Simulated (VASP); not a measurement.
# P (Cmce) in VASP: a series of runs

P is run at these levels: PBE+D3(BJ); tasks: single point.

Everything below comes from runs of VASP 6.6.1. Logs are shortened: lines on timing, memory, paths and dates and some standing lists are left out, and cuts for length are marked.

**1. The cell of the first run**

The structure is orthorhombic, space group Cmce (No. 64). The conventional cell has a = 3.323 Å, b = 10.192 Å, c = 4.167 Å, α = 90.00°, β = 90.00°, γ = 90.00°. P (site symmetry m) has 3 P at 2.23 to 2.25 Å within 2.9 Å.

**2. Single point, PBE+D3(BJ)**

Input file INCAR:

```
SYSTEM = P
PREC = Accurate
ENCUT = 520
EDIFF = 1E-6
ISMEAR = 0
SIGMA = 0.1
LREAL = .False.
LASPH = .True.
NELM = 100
ALGO = Normal
ISIF = 2
LWAVE = .False.
LCHARG = .False.
GGA = PE
IVDW = 12
NBANDS = 18
```

Input file KPOINTS:

```
regular mesh
0
Gamma
  14 14 10
  0 0 0
```

Input file POSCAR:

```
P
1.0
    1.6612621655     -5.0957604046      0.0000000000
    1.6612621655      5.0957604046      0.0000000000
    0.0000000000      0.0000000000      4.1668622004
P
4
Direct
    0.1063803413      0.8936196587      0.9280971962
    0.6063803413      0.3936196587      0.5719028038
    0.8936196587      0.1063803413      0.0719028038
    0.3936196587      0.6063803413      0.4280971962
```

Potentials or basis: VASP PAW PBE potentials, release 64 (P).

Command:

```
$ cat potpaw_PBE.64/P/POTCAR > POTCAR
$ mpirun -np 1 vasp_std > vasp.out
```

OUTCAR:

```text
SYSTEM = P
   PREC = Accurate
   ENCUT = 520
   EDIFF = 1E-6
   ISMEAR = 0
   LREAL = .False.
   LASPH = .True.
   NELM = 100
   ISIF = 2
   GGA = PE
   IVDW = 12
 IVDW          = 12

 ion  position               nearest neighbor table
   1  0.106  0.894  0.928-   2 2.23   2 2.23   3 2.25
   2  0.606  0.394  0.572-   1 2.23   1 2.23   4 2.25
   3  0.894  0.106  0.072-   4 2.23   4 2.23   1 2.25
   4  0.394  0.606  0.428-   3 2.23   3 2.23   2 2.25

  LATTYP: Found a base centered orthorhombic cell.
 ALAT       =     3.3225243310
 B/A-ratio  =     3.0674029123
 C/A-ratio  =     1.2541254135

  Lattice vectors:

 A1 = (   1.6612621655,  -5.0957604046,   0.0000000000)
 A2 = (   1.6612621655,   5.0957604046,   0.0000000000)
 A3 = (   0.0000000000,   0.0000000000,   4.1668622004)

Analysis of symmetry for initial positions (statically):
=====================================================================
 Subroutine PRICEL returns:
 Original cell was already a primitive cell.

 Routine SETGRP: Setting up the symmetry group for a
 base centered orthorhombic supercell.

 Subroutine GETGRP returns: Found  8 space group operations
 (whereof  4 operations were pure point group operations)
 out of a pool of  8 trial point group operations.

The static configuration has the point symmetry C_2h.
 The point group associated with its full space group is D_2h.

Analysis of symmetry for dynamics (positions and initial velocities):
=====================================================================
 Subroutine PRICEL returns:
 Original cell was already a primitive cell.

 Routine SETGRP: Setting up the symmetry group for a
 base centered orthorhombic supercell.

 Subroutine GETGRP returns: Found  8 space group operations
 (whereof  4 operations were pure point group operations)
 out of a pool of  8 trial point group operations.

The dynamic configuration has the point symmetry C_2h.
 The point group associated with its full space group is D_2h.

 Subroutine INISYM returns: Found  8 space group operations
 (whereof  4 operations are pure point group operations),
 and found     1 'primitive' translations

----------------------------------------------------------------------------------------

                                     Primitive cell

  volume of cell :      70.5483

  direct lattice vectors                    reciprocal lattice vectors
     1.661262165 -5.095760405  0.000000000     0.300975975 -0.098120783  0.000000000
     1.661262165  5.095760405  0.000000000     0.300975975  0.098120783  0.000000000
     0.000000000  0.000000000  4.166862200     0.000000000  0.000000000  0.239988738

  length of vectors
     5.359716978  5.359716978  4.166862200     0.316566305  0.316566305  0.239988738

  position of ions in fractional coordinates (direct lattice)
     0.106380341  0.893619659  0.928097196
     0.606380341  0.393619659  0.571902804
     0.893619659  0.106380341  0.071902804
     0.393619659  0.606380341  0.428097196

  ion indices of the primitive-cell ions
   primitive index   ion index
                 1           1
                 2           2
                 3           3
                 4           4

----------------------------------------------------------------------------------------

 KPOINTS: regular mesh

Automatic generation of k-mesh.
 Grid dimensions read from file:
 generate k-points for:   14   14   10

 Generating k-lattice:

  Cartesian coordinates                     Fractional coordinates (reciprocal lattice)
     0.021498284 -0.007008627  0.000000000     0.071428571  0.000000000  0.000000000
     0.021498284  0.007008627  0.000000000     0.000000000  0.071428571  0.000000000
     0.000000000  0.000000000  0.023998874     0.000000000  0.000000000  0.100000000

  Length of vectors
     0.022611879  0.022611879  0.023998874

  Shift w.r.t. Gamma in fractional coordinates (k-lattice)
     0.000000000  0.000000000  0.000000000

 Subroutine IBZKPT returns following result:
 ===========================================

 Found    342 irreducible k-points:

 Following reciprocal coordinates:
            Coordinates               Weight
  0.000000  0.000000  0.000000      1.000000
  0.071429 -0.000000  0.000000      4.000000
  0.142857 -0.000000  0.000000      4.000000
  0.214286 -0.000000  0.000000      4.000000
  0.285714 -0.000000  0.000000      4.000000
  0.357143  0.000000  0.000000      4.000000
[... 16 lines left out ...]
  0.214286  0.142857  0.000000      4.000000
  0.285714  0.142857  0.000000      4.000000
 [... further k-points ...]
   k-points           NKPTS =    342   k-points in BZ     NKDIM =    342   number of bands    NBANDS=     18
   number of dos      NEDOS =    301   number of ions     NIONS =      4
   total plane-waves  NPLWV =  51200
   dimension x,y,z NGX =    40 NGY =   40 NGZ =   32
   dimension x,y,z NGXF=    80 NGYF=   80 NGZF=   64
   ions per type =               4
   NGX,Y,Z   is equivalent  to a cutoff of  12.41, 12.41, 12.77 a.u.
   NGXF,Y,Z  is equivalent  to a cutoff of  24.81, 24.81, 25.53 a.u.
 SYSTEM =  P
   PREC   = accura    normal or accurate (medium, high low for compatibility)
   ISTART =      0    job   : 0-new  1-cont  2-samecut
   ICHARG =      2    charge: 1-file 2-atom 10-const
   ISPIN  =      1    spin polarized calculation?
   LNONCOLLINEAR =      F non collinear calculations
   LSORBIT =      F    spin-orbit coupling
   LASPH  =      T    aspherical Exc in radial PAW
   ENCUT  =  520.0 eV  38.22 Ry    6.18 a.u.   9.97  9.97  7.75*2*pi/ulx,y,z
   NELM   =    100;   NELMIN=  2; NELMDL= -5     # of ELM steps
   EDIFF  = 0.1E-05   stopping-criterion for ELM
   LREAL  =      F    real-space projection
   EDIFFG = 0.1E-04   stopping-criterion for IOM
   NSW    =      0    number of steps for IOM
   IBRION =     -1    ionic relax: 0-MD 1-quasi-New 2-CG
   NFREE  =      0    steps in history (QN), initial steepest desc. (CG)
   ISIF   =      2    stress and relaxation
   ISYM   =      2    0-nonsym 1-usesym 2-fastsym
   POTIM  = 0.5000    time-step for ionic-motion
   TEBEG  =    0.0;   TEEND  =   0.0 temperature during run
   PSTRESS=    0.0 pullay stress
   NELECT =      20.0000    total number of electrons
   NUPDOWN=      -1.0000    fix difference up-down
   EMIN   =  10.00;   EMAX   =-10.00  energy-range for DOS
   EFERMI =   0.00;   METHOD = LEGACY
   ISMEAR =     0;   SIGMA  =   0.10  broadening in eV -4-tet -1-fermi 0-gaus
   EFERMI_NEDOS =   21; number of points for ismear=-14 and -15
   IALGO  =     38    algorithm
   IMIX   =      4    mixing-type and parameters
     AMIX     =   0.40;   BMIX     =  1.00
     AMIX_MAG =   1.60;   BMIX_MAG =  1.00
  volume/ion in A,a.u.               =      17.64       119.02
  Fermi-wavevector in a.u.,A,eV,Ry     =   1.075448  2.032302 15.736339  1.156588
  Thomas-Fermi vector in A             =   2.211305
   LORBIT       =      0    0 simple, 1 ext, 2 COOP (PROOUT), +10 PAW based schemes
   GGA     = PE    functional components
   LHFCALC =     F    Hartree Fock is set to
   AEXX    =    0.0000 exact exchange contribution
   IVDW    =    12    specifies the selected vdW correction
   LEPSILON=     F    determine dielectric tensor
   LRPA    =     F    only Hartree local field effects (RPA)
 non-spin polarized calculation
 Gauss-broadening in eV      SIGMA  =   0.10
  energy-cutoff  :      520.00
  volume of cell :       70.55
 maximum number of plane-waves:      1916
   NGX = 19   NGY = 19   NGZ = 15

 number of electron      19.9999998 magnetization

 Free energy of the ion-electron system (eV)
  ---------------------------------------------------
  ext. energy  EPLUGINS =         0.00000000
  ---------------------------------------------------
  free energy    TOTEN  =       -21.37672174 eV

  energy without entropy =      -21.37616446  energy(sigma->0) =      -21.37644310

 E-fermi :   7.4128     XC(G=0): -10.2640

 val. band max:        7.3737102975   @ k =   0.5000   0.1429   0.0000
 cond. band min:       7.4205682463   @ k =   0.4286   0.2143   0.0000
 fundamental gap:      0.0468579488
 Fermi energy:         7.4128220183

 k-point     1 :       0.0000    0.0000    0.0000
  band No.  band energies     occupation
      1      -8.5960      2.00000
      2      -5.2445      2.00000
      3      -1.7425      2.00000
      4       0.1080      2.00000
      5       2.2978      2.00000
      6       3.1418      2.00000
[... 10 lines left out ...]
     17      14.6259      0.00000
     18      14.8258      0.00000

 k-point     2 :       0.0714   -0.0000    0.0000
  band No.  band energies     occupation
      1      -8.5313      2.00000
      2      -5.1938      2.00000
      3      -1.7965      2.00000
      4       0.1762      2.00000
      5       2.3582      2.00000
      6       2.8315      2.00000
[... 10 lines left out ...]
     17      14.0164      0.00000
     18      14.5154      0.00000

 k-point     3 :       0.1429   -0.0000    0.0000
  band No.  band energies     occupation
      1      -8.3379      2.00000
      2      -5.0414      2.00000
      3      -1.9951      2.00000
      4       0.3783      2.00000
      5       2.0174      2.00000
      6       2.4748      2.00000
[... 10 lines left out ...]
     17      12.7885      0.00000
     18      14.4212      0.00000

 k-point     4 :       0.2143   -0.0000    0.0000
  band No.  band energies     occupation
      1      -8.0177      2.00000
      2      -4.7858      2.00000
      3      -2.4151      2.00000
      4       0.7064      2.00000
      5       1.0094      2.00000
      6       2.0346      2.00000
[... 375 lines left out ...]
      4      -0.1249      2.00000
      5       0.9433      2.00000
      6       1.8779      2.00000
[... 10 lines left out ...]
     17      13.7606      0.00000
     18      14.4823      0.00000

 k-point    23 :       0.2143    0.1429    0.0000
  band No.  band energies     occupation
      1      -7.0898      2.00000
      2      -3.8210      2.00000
      3      -3.7170      2.00000
      4      -1.1924      2.00000
      5       1.3772      2.00000
      6       2.0149      2.00000
[... 10 lines left out ...]
     17      13.8731      0.00000
     18      15.6381      0.00000

 k-point    24 :       0.2857    0.1429    0.0000
  band No.  band energies     occupation
      1      -6.4388      2.00000
      2      -4.6468      2.00000
      3      -3.0856      2.00000
      4      -2.1617      2.00000
      5       1.8390      2.00000
      6       2.3022      2.00000
[... 10 lines left out ...]
     17      13.8212      0.00000
     18      15.2024      0.00000

 [... further k-points ...]

------------------------ aborting loop because EDIFF is reached ----------------------------------------

 Edisp (eV)   -1.59189

 E8    (eV) :    -0.6028

  FORCE on cell =-STRESS in cart. coord.  units (eV):
  Direction    XX          YY          ZZ          XY          YZ          ZX
  --------------------------------------------------------------------------------------
  -------------------------------------------------------------------------------------
  Total      -0.16479    -0.15013    -0.15568     0.00000     0.00000     0.00000
  in kB      -3.74244    -3.40953    -3.53550     0.00000     0.00000     0.00000
  external pressure =       -3.56 kB  Pullay stress =        0.00 kB

 VOLUME and BASIS-vectors are now :
 -----------------------------------------------------------------------------
  energy-cutoff  :      520.00
  volume of cell :       70.55
      direct lattice vectors                 reciprocal lattice vectors
     1.661262165 -5.095760405  0.000000000     0.300975975 -0.098120783  0.000000000
     1.661262165  5.095760405  0.000000000     0.300975975  0.098120783  0.000000000
     0.000000000  0.000000000  4.166862200     0.000000000  0.000000000  0.239988738

 POSITION                                       TOTAL-FORCE (eV/Angst)
 -----------------------------------------------------------------------------------
      1.66126      4.01158      3.86725         0.000000      0.040075     -0.047885
      1.66126     -1.08418      2.38304         0.000000      0.040075      0.047885
      1.66126     -4.01158      0.29961         0.000000     -0.040075      0.047885
      1.66126      1.08418      1.78382         0.000000     -0.040075     -0.047885
 -----------------------------------------------------------------------------------
    total drift:                                0.000000     -0.000000      0.000000

  FREE ENERGIE OF THE ION-ELECTRON SYSTEM (eV)
  ---------------------------------------------------
  free  energy   TOTEN  =       -22.9686086511 eV

  energy  without entropy=      -22.9680513697  energy(sigma->0) =      -22.96833001
```

Run time: 3.4 min. Hardware: 1 thread of Intel Xeon 6975P-C (Granite Rapids), shared host; peak memory 0.43 GiB.

Results:

* Free energy: -22.9686 eV
* Pressure: -0.4 GPa
* Largest force: 0.062 eV/Å
* Band gap on the k mesh: zero (bands 10 and 11 overlap by 0.26 eV)
* Dispersion energy per atom: -0.398 eV

Forces on the atoms (eV/Å):
```
P    0.000  0.040 -0.048
P    0.000  0.040  0.048
P    0.000 -0.040  0.048
P    0.000 -0.040 -0.048
```

(Part 1 of 2 ends here.)

The gap in the log of VASP goes by the Fermi energy; the results here count the filled bands.